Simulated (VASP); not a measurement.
Wanted: the native input for a VASP 6.6.1 run.

- Task: single point
- Functional: LDA
- Potentials or basis: VASP PAW LDA potentials, release 64 (Sr_sv, Cd)
- Cutoff: 520 eV
- k mesh: 10 × 10 × 10
- Occupations: fermi-dirac, width 0.08 eV
- Spin: no spin polarisation
- Dipole correction: no
- Further INCAR settings: ALGO = Normal; EDIFF = 1e-06; NBANDS = 18

The structure of SrCd lies in POSCAR:

```
SrCd
1.0
    4.0830600000      0.0000000000      0.0000000000
    0.0000000000      4.0830600000      0.0000000000
    0.0000000000      0.0000000000      4.0030000000
Sr Cd
1 1
Direct
    0.5000000000      0.5000000000      0.5000000000
    0.0000000000      0.0000000000      0.0000000000
```

This cell differs from its parent crystal: equal xx and yy strain of +2 %.

One way to write it, as run:

INCAR

```
ALGO = Normal
EDIFF = 1E-6
ENCUT = 520
ISIF = 2
ISMEAR = -1
LASPH = True
LCHARG = False
LREAL = False
LWAVE = False
NBANDS = 18
NELM = 60
PREC = Accurate
SIGMA = 0.08
```

KPOINTS

```
k-points
0
Gamma
  10 10 10
```

Potentials or basis: VASP PAW LDA potentials, release 64 (Sr_sv, Cd).

Command:

```console
$ cat potpaw_LDA.64/Sr_sv/POTCAR potpaw_LDA.64/Cd/POTCAR > POTCAR
$ mpirun -np 1 vasp_std > vasp.out
```

It gave:

```json
{
  "Pressure": "-2.8 GPa",
  "Band gap on the k mesh": "zero (band 11 reaches 3.21 eV, above the bottom of band 12 at 1.17 eV)"
}
```

Caveat: the cell differs from its parent crystal (equal xx and yy strain of +2 %).

Run time: 49 s on 1 thread of Intel(R) Xeon(R) 6975P-C (Granite Rapids), with other jobs on the host, peak memory 0.26 GiB.
